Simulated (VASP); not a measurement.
# PbS (rocksalt type) (Fm-3m) in VASP: further runs

Runs on PbS (rocksalt type). Level: LDA. Tasks: single point.

Program: VASP 6.6.1. These are calculated values, not measurements. Logs are shortened: lines on timing, memory, paths and dates and some standing lists are left out, and cuts for length are marked.

## (1) The cell of the first run

The structure is cubic, space group Fm-3m (No. 225). The conventional cell has a = 4.789 Å, b = 4.789 Å, c = 4.789 Å, α = 90.00°, β = 90.00°, γ = 90.00°. Pb (site symmetry m-3m) has 6 S at 2.39 Å within 3.2 Å. Within 3.2 Å of S (site symmetry m-3m) lie 6 Pb at 2.39 Å.

## (2) Single point, LDA (13.73 Å³/atom)

File INCAR:

```
PREC     = Accurate       # precision mode
ENCUT    = 520            # plane-wave cutoff, eV
EDIFF    = 1E-6           # SCF threshold, eV
ISMEAR   = -1             # smearing method
SIGMA    = 0.08           # smearing width, eV
LREAL    = False          # projectors in reciprocal space
LASPH    = True           # aspherical terms in the spheres
NELM     = 60             # most SCF steps
ALGO     = Normal         # electronic algorithm
ISIF     = 2              # what is computed and relaxed
LWAVE    = False          # write WAVECAR
LCHARG   = False          # write CHGCAR
NBANDS   = 17             # bands
```

File KPOINTS:

```
regular mesh
0
Gamma
  12 12 12
```

File POSCAR:

```
PbS
1.0
    0.0000000000      2.3946037554      2.3946037554
    2.3946037554      0.0000000000      2.3946037554
    2.3946037554      2.3946037554      0.0000000000
Pb S
1 1
Direct
    0.0000000000      0.0000000000      0.0000000000
    0.5000000000      0.5000000000      0.5000000000
```

Potentials or basis: VASP PAW LDA potentials, release 64 (Pb_d, S).

The run is started by

```console
$ cat potpaw_LDA.64/Pb_d/POTCAR potpaw_LDA.64/S/POTCAR > POTCAR
$ mpirun -np 1 vasp_std > vasp.out
```

OUTCAR:

```text
PREC = Accurate
   ENCUT = 520
   EDIFF = 1E-6
   ISMEAR = -1
   LREAL = False
   LASPH = True
   NELM = 60
   ISIF = 2

 ion  position               nearest neighbor table
   1  0.000  0.000  0.000-   2 2.39   2 2.39   2 2.39   2 2.39   2 2.39   2 2.39
   2  0.500  0.500  0.500-   1 2.39   1 2.39   1 2.39   1 2.39   1 2.39   1 2.39

  LATTYP: Found a face centered cubic cell.
 ALAT       =     4.7892075108

  Lattice vectors:

 A1 = (   0.0000000000,   2.3946037554,   2.3946037554)
 A2 = (   2.3946037554,   0.0000000000,   2.3946037554)
 A3 = (   2.3946037554,   2.3946037554,   0.0000000000)

Analysis of symmetry for initial positions (statically):
=====================================================================
 Subroutine PRICEL returns:
 Original cell was already a primitive cell.

 Routine SETGRP: Setting up the symmetry group for a
 face centered cubic supercell.

 Subroutine GETGRP returns: Found 48 space group operations
 (whereof 48 operations were pure point group operations)
 out of a pool of 48 trial point group operations.

The static configuration has the point symmetry O_h .

Analysis of symmetry for dynamics (positions and initial velocities):
=====================================================================
 Subroutine PRICEL returns:
 Original cell was already a primitive cell.

 Routine SETGRP: Setting up the symmetry group for a
 face centered cubic supercell.

 Subroutine GETGRP returns: Found 48 space group operations
 (whereof 48 operations were pure point group operations)
 out of a pool of 48 trial point group operations.

The dynamic configuration has the point symmetry O_h .

 Subroutine INISYM returns: Found 48 space group operations
 (whereof 48 operations are pure point group operations),
 and found     1 'primitive' translations

----------------------------------------------------------------------------------------

                                     Primitive cell

  volume of cell :      27.4619

  direct lattice vectors                    reciprocal lattice vectors
     0.000000000  2.394603755  2.394603755    -0.208802813  0.208802813  0.208802813
     2.394603755  0.000000000  2.394603755     0.208802813 -0.208802813  0.208802813
     2.394603755  2.394603755  0.000000000     0.208802813  0.208802813 -0.208802813

  length of vectors
     3.386481107  3.386481107  3.386481107     0.361657081  0.361657081  0.361657081

  position of ions in fractional coordinates (direct lattice)
     0.000000000  0.000000000  0.000000000
     0.500000000  0.500000000  0.500000000

  ion indices of the primitive-cell ions
   primitive index   ion index
                 1           1
                 2           2

----------------------------------------------------------------------------------------

 KPOINTS: regular mesh

Automatic generation of k-mesh.
 Grid dimensions read from file:
 generate k-points for:   12   12   12

 Generating k-lattice:

  Cartesian coordinates                     Fractional coordinates (reciprocal lattice)
    -0.017400234  0.017400234  0.017400234     0.083333333  0.000000000  0.000000000
     0.017400234 -0.017400234  0.017400234     0.000000000  0.083333333  0.000000000
     0.017400234  0.017400234 -0.017400234     0.000000000  0.000000000  0.083333333

  Length of vectors
     0.030138090  0.030138090  0.030138090

  Shift w.r.t. Gamma in fractional coordinates (k-lattice)
     0.000000000  0.000000000  0.000000000

 Subroutine IBZKPT returns following result:
 ===========================================

 Found     72 irreducible k-points:

 Following reciprocal coordinates:
            Coordinates               Weight
  0.000000  0.000000  0.000000      1.000000
  0.083333  0.000000  0.000000      8.000000
  0.166667  0.000000  0.000000      8.000000
  0.250000  0.000000  0.000000      8.000000
  0.333333  0.000000  0.000000      8.000000
  0.416667  0.000000  0.000000      8.000000
[... 16 lines left out ...]
  0.500000  0.166667  0.000000     24.000000
 -0.416667  0.166667  0.000000     24.000000
 [... further k-points ...]
   k-points           NKPTS =     72   k-points in BZ     NKDIM =     72   number of bands    NBANDS=     17
   number of dos      NEDOS =    301   number of ions     NIONS =      2
   total plane-waves  NPLWV =  21952
   dimension x,y,z NGX =    28 NGY =   28 NGZ =   28
   dimension x,y,z NGXF=    56 NGYF=   56 NGZF=   56
   ions per type =               1   1
   NGX,Y,Z   is equivalent  to a cutoff of  13.75, 13.75, 13.75 a.u.
   NGXF,Y,Z  is equivalent  to a cutoff of  27.49, 27.49, 27.49 a.u.
 SYSTEM =  unknown system
   PREC   = accura    normal or accurate (medium, high low for compatibility)
   ISTART =      0    job   : 0-new  1-cont  2-samecut
   ICHARG =      2    charge: 1-file 2-atom 10-const
   ISPIN  =      1    spin polarized calculation?
   LNONCOLLINEAR =      F non collinear calculations
   LSORBIT =      F    spin-orbit coupling
   LASPH  =      T    aspherical Exc in radial PAW
   ENCUT  =  520.0 eV  38.22 Ry    6.18 a.u.   6.30  6.30  6.30*2*pi/ulx,y,z
   NELM   =     60;   NELMIN=  2; NELMDL= -5     # of ELM steps
   EDIFF  = 0.1E-05   stopping-criterion for ELM
   LREAL  =      F    real-space projection
   EDIFFG = 0.1E-04   stopping-criterion for IOM
   NSW    =      0    number of steps for IOM
   IBRION =     -1    ionic relax: 0-MD 1-quasi-New 2-CG
   NFREE  =      0    steps in history (QN), initial steepest desc. (CG)
   ISIF   =      2    stress and relaxation
   ISYM   =      2    0-nonsym 1-usesym 2-fastsym
   POTIM  = 0.5000    time-step for ionic-motion
   TEBEG  =    0.0;   TEEND  =   0.0 temperature during run
   PSTRESS=    0.0 pullay stress
   NELECT =      20.0000    total number of electrons
   NUPDOWN=      -1.0000    fix difference up-down
   EMIN   =  10.00;   EMAX   =-10.00  energy-range for DOS
   EFERMI =   0.00;   METHOD = LEGACY
   ISMEAR =    -1;   SIGMA  =   0.08  broadening in eV -4-tet -1-fermi 0-gaus
   EFERMI_NEDOS =   21; number of points for ismear=-14 and -15
   IALGO  =     38    algorithm
   IMIX   =      4    mixing-type and parameters
     AMIX     =   0.40;   BMIX     =  1.00
     AMIX_MAG =   1.60;   BMIX_MAG =  1.00
  volume/ion in A,a.u.               =      13.73        92.66
  Fermi-wavevector in a.u.,A,eV,Ry     =   1.472904  2.783385 29.517116  2.169447
  Thomas-Fermi vector in A             =   2.587862
   LORBIT       =      0    0 simple, 1 ext, 2 COOP (PROOUT), +10 PAW based schemes
   GGA     = CA    functional components
   LHFCALC =     F    Hartree Fock is set to
   AEXX    =    0.0000 exact exchange contribution
   IVDW    =     0    specifies the selected vdW correction
   LEPSILON=     F    determine dielectric tensor
   LRPA    =     F    only Hartree local field effects (RPA)
 non-spin polarized calculation
  energy-cutoff  :      520.00
  volume of cell :       27.46
 maximum number of plane-waves:       754
 NGX is ok and might be reduce to    28
   NGX = 13   NGY = 13   NGZ = 13

 number of electron      20.0000003 magnetization

 Free energy of the ion-electron system (eV)
  ---------------------------------------------------
  ext. energy  EPLUGINS =         0.00000000
  ---------------------------------------------------
  free energy    TOTEN  =        -4.40249533 eV

  energy without entropy =       -4.39041258  energy(sigma->0) =       -4.39645396

 E-fermi :  16.3394     XC(G=0): -13.2994

 val. band max:       16.2786893970   @ k =   0.5000   0.1667   0.0833
 cond. band min:      16.4251682903   @ k =  -0.1667   0.0833   0.0000
 fundamental gap:      0.1464788932
 Fermi energy:        16.3393523913

 k-point     1 :       0.0000    0.0000    0.0000
  band No.  band energies     occupation
      1      -4.6600      2.00000
      2      -2.5703      2.00000
      3      -2.5703      2.00000
      4      -2.5420      2.00000
      5      -2.5420      2.00000
      6      -2.5420      2.00000
[... 9 lines left out ...]
     16      24.4974      0.00000
     17      24.4974      0.00000

 k-point     2 :       0.0833    0.0000    0.0000
  band No.  band energies     occupation
      1      -4.5263      2.00000
      2      -2.5935      2.00000
      3      -2.5935      2.00000
      4      -2.5479      2.00000
      5      -2.5178      2.00000
      6      -2.5178      2.00000
[... 9 lines left out ...]
     16      23.5521      0.00000
     17      24.9572      0.00000

 k-point     3 :       0.1667    0.0000    0.0000
  band No.  band energies     occupation
      1      -4.1355      2.00000
      2      -2.6639      2.00000
      3      -2.6639      2.00000
      4      -2.5578      2.00000
      5      -2.4428      2.00000
      6      -2.4428      2.00000
[... 9 lines left out ...]
     16      23.1960      0.00000
     17      26.7183      0.00000

 k-point     4 :       0.2500    0.0000    0.0000
  band No.  band energies     occupation
      1      -3.5397      2.00000
      2      -2.7589      2.00000
      3      -2.7589      2.00000
      4      -2.5324      2.00000
      5      -2.3372      2.00000
      6      -2.3372      2.00000
[... 9 lines left out ...]
     16      23.6187      0.00000
     17      29.1032      0.00000
[... 343 lines left out ...]
      1      -3.6041      2.00000
      2      -2.7143      2.00000
      3      -2.6852      2.00000
      4      -2.3869      2.00000
      5      -2.1239      2.00000
      6      -0.9957      2.00000
[... 9 lines left out ...]
     16      26.9304      0.00000
     17      30.7234      0.00000

 k-point    23 :       0.5000    0.1667    0.0000
  band No.  band energies     occupation
      1      -3.5170      2.00000
      2      -2.7945      2.00000
      3      -2.7016      2.00000
      4      -2.3326      2.00000
      5      -2.0960      2.00000
      6      -0.1424      2.00000
[... 9 lines left out ...]
     16      28.1574      0.00000
     17      29.3701      0.00000

 k-point    24 :      -0.4167    0.1667    0.0000
  band No.  band energies     occupation
      1      -3.4269      2.00000
      2      -2.8460      2.00000
      3      -2.7061      2.00000
      4      -2.3222      2.00000
      5      -2.1280      2.00000
      6       0.0058      2.00000
[... 9 lines left out ...]
     16      27.7114      0.00000
     17      30.0127      0.00000

 [... further k-points ...]

------------------------ aborting loop because EDIFF is reached ----------------------------------------

  FORCE on cell =-STRESS in cart. coord.  units (eV):
  Direction    XX          YY          ZZ          XY          YZ          ZX
  --------------------------------------------------------------------------------------
  -------------------------------------------------------------------------------------
  Total       22.4130886     22.4130886     22.4130886      0.0000000     -0.0000000     -0.0000000
  in kB     1307.6192850   1307.6192850   1307.6192850      0.0000000     -0.0000000     -0.0000000
  external PRESSURE =    1307.6192850 kB  Pullay stress =       0.0000000 kB

 VOLUME and BASIS-vectors are now :
 -----------------------------------------------------------------------------
  energy-cutoff  :      520.00
  volume of cell :       27.46
      direct lattice vectors                 reciprocal lattice vectors
     0.000000000  2.394603755  2.394603755    -0.208802813  0.208802813  0.208802813
     2.394603755  0.000000000  2.394603755     0.208802813 -0.208802813  0.208802813
     2.394603755  2.394603755  0.000000000     0.208802813  0.208802813 -0.208802813

 POSITION                                       TOTAL-FORCE (eV/Angst)
 -----------------------------------------------------------------------------------
      0.00000      0.00000      0.00000        -0.000000      0.000000     -0.000000
      2.39460      2.39460      2.39460         0.000000      0.000000      0.000000
 -----------------------------------------------------------------------------------
    total drift:                               -0.000000      0.000000      0.000000

  FREE ENERGIE OF THE ION-ELECTRON SYSTEM (eV)
  ---------------------------------------------------
  free  energy   TOTEN  =        -4.4024953269 eV

  energy  without entropy=       -4.3904125832  energy(sigma->0) =       -4.39645396
```

Run time: 46 s. Hardware: 1 thread of Intel Xeon 8259CL, shared host; peak memory 0.16 GiB.

Results:

```yaml
Free_energy: -4.4025 eV
Pressure: 130.8 GPa
Band_gap_on_the_k_mesh: zero (bands 10 and 11 overlap by 1.31 eV)
```

Caveat: the cell stands under pressure; spin-orbit coupling is left out, which moves the levels of the heavy elements.

## (3) Single point, LDA (13.73 Å³/atom)

File INCAR:

```
SYSTEM = PbS
PREC = Accurate
ENCUT = 520
EDIFF = 1E-6
ISMEAR = -1
SIGMA = 0.08
LREAL = .False.
LASPH = .True.
NELM = 100
ALGO = Normal
ISIF = 2
LWAVE = .False.
LCHARG = .False.
GGA = CA
NBANDS = 17
```

File KPOINTS:

```
regular mesh
0
Gamma
  12 12 12
  0 0 0
```

POSCAR is that of step 2.

Potentials or basis: VASP PAW LDA potentials, release 64 (Pb_d, S).

The run is started by

```console
$ cat potpaw_LDA.64/Pb_d/POTCAR potpaw_LDA.64/S/POTCAR > POTCAR
$ mpirun -np 1 vasp_std > vasp.out
```

Wall time 55 s (1 thread of Intel Xeon 8259CL, shared host); peak memory 0.16 GiB.

The run converged. Its results:

- Free energy: -4.4025 eV
- Pressure: 130.8 GPa
- Band gap on the k mesh: zero (bands 10 and 11 overlap by 1.31 eV)

Levels at points of the mesh, in eV from the Fermi level:
| k point | band 7 | band 8 | band 9 | band 10 | band 11 | band 12 | band 13 | band 14 |
| --- | --- | --- | --- | --- | --- | --- | --- | --- |
| (0.00, 0.00, 0.00) | -5.36 | -5.36 | -5.36 | -2.86 | 5.50 | 5.50 | 5.50 | 5.95 |
| (0.50, 0.00, 0.00) | -13.82 | -3.49 | -3.49 | -1.54 | 0.14 | 0.14 | 3.29 | 8.97 |
| (0.50, 0.50, 0.00) | -11.66 | -8.05 | -8.05 | -7.90 | 1.29 | 8.54 | 9.40 | 9.40 |

Caveat: the cell stands under pressure; spin-orbit coupling is left out, which moves the levels of the heavy elements.

## (4) Single point, LDA (13.73 Å³/atom)

File INCAR:

```
SYSTEM = PbS
ALGO = Normal ; EDIFF = 1E-6
ENCUT = 520 ; ISIF = 2
ISMEAR = -1 ; LASPH = .TRUE.
LCHARG = .FALSE. ; LREAL = .FALSE.
LWAVE = .FALSE. ; NBANDS = 17
NELM = 60 ; PREC = Accurate
SIGMA = 0.08
```

File KPOINTS:

```
k-points
0
G
  12 12 12
  0 0 0
```

POSCAR is that of step 3.

The run is started by

```console
$ cat potpaw_LDA.64/Pb_d/POTCAR potpaw_LDA.64/S/POTCAR > POTCAR
$ mpirun -np 1 vasp_std > vasp.out
```

Run time: 63 s. Hardware: 1 thread of Intel Xeon 8259CL, shared host; peak memory 0.16 GiB.

It converged, with:

- Free energy: -4.4025 eV
- Pressure: 130.8 GPa
- Band gap on the k mesh: zero (bands 10 and 11 overlap by 1.31 eV)

Levels at points of the mesh, in eV from the Fermi level:
| k point | band 8 | band 9 | band 10 | band 11 | band 12 | band 13 |
| --- | --- | --- | --- | --- | --- | --- |
| (0.00, 0.00, 0.00) | -5.36 | -5.36 | -2.86 | 5.50 | 5.50 | 5.50 |
| (0.50, 0.00, 0.00) | -3.49 | -3.49 | -1.54 | 0.14 | 0.14 | 3.29 |
| (0.50, 0.50, 0.00) | -8.05 | -8.05 | -7.90 | 1.29 | 8.54 | 9.40 |

Caveat: the cell stands under pressure; spin-orbit coupling is left out, which moves the levels of the heavy elements.

## (5) Single point, LDA (15.98 Å³/atom)

This run uses another cell than the first one, of 15.98 Å³/atom.

File INCAR:

```
  ALGO = Normal
  EDIFF = 1E-6
  ENCUT = 520
  GGA = CA
  ISIF = 2
  ISMEAR = -1
  LASPH = T
  LCHARG = T
  LELF = T
  LREAL = F
  LVHAR = T
  LWAVE = F
  NBANDS = 17
  NELM = 80
  PREC = Accurate
  SIGMA = 0.08
```

File KPOINTS:

```
k-points
0
Gamma
  12 12 12
```

File POSCAR:

```
PbS
1.0
    0.0000000000      2.5186786110      2.5186786110
    2.5186786110      0.0000000000      2.5186786110
    2.5186786110      2.5186786110      0.0000000000
Pb S
1 1
Direct
    0.0000000000      0.0000000000      0.0000000000
    0.5000000000      0.5000000000      0.5000000000
```

The run is started by

```console
$ cat potpaw_LDA.64/Pb_d/POTCAR potpaw_LDA.64/S/POTCAR > POTCAR
$ mpirun -np 1 vasp_std > vasp.out
```

It took 64 s on 1 thread of Intel Xeon 8259CL, shared host; peak memory 0.17 GiB.

It converged, with:

| Item | Value |
| --- | --- |
| Free energy | -7.1873 eV |
| Pressure | 72.6 GPa |
| Band gap on the k mesh | zero (bands 10 and 11 overlap by 0.23 eV) |

Levels at points of the mesh, in eV from the Fermi level:
```
           k point  band 6  band 7  band 8  band 9  band 10  band 11  band 12  band 13  band 14  band 15
(0.00, 0.00, 0.00)  -18.14   -4.60   -4.60   -4.60    -4.06     5.66     5.66     5.66     6.69     7.20
(0.50, 0.00, 0.00)  -16.00  -12.55   -3.32   -3.32    -1.05     0.61     0.61     2.01     9.26     9.26
(0.50, 0.50, 0.00)  -13.59   -9.98   -7.87   -6.89    -6.89     1.76     7.70     8.26     8.26    12.10
```

Caveat: the cell stands under pressure; semilocal functionals underestimate gaps, so a narrow gap can read as zero; spin-orbit coupling is left out, which moves the levels of the heavy elements.
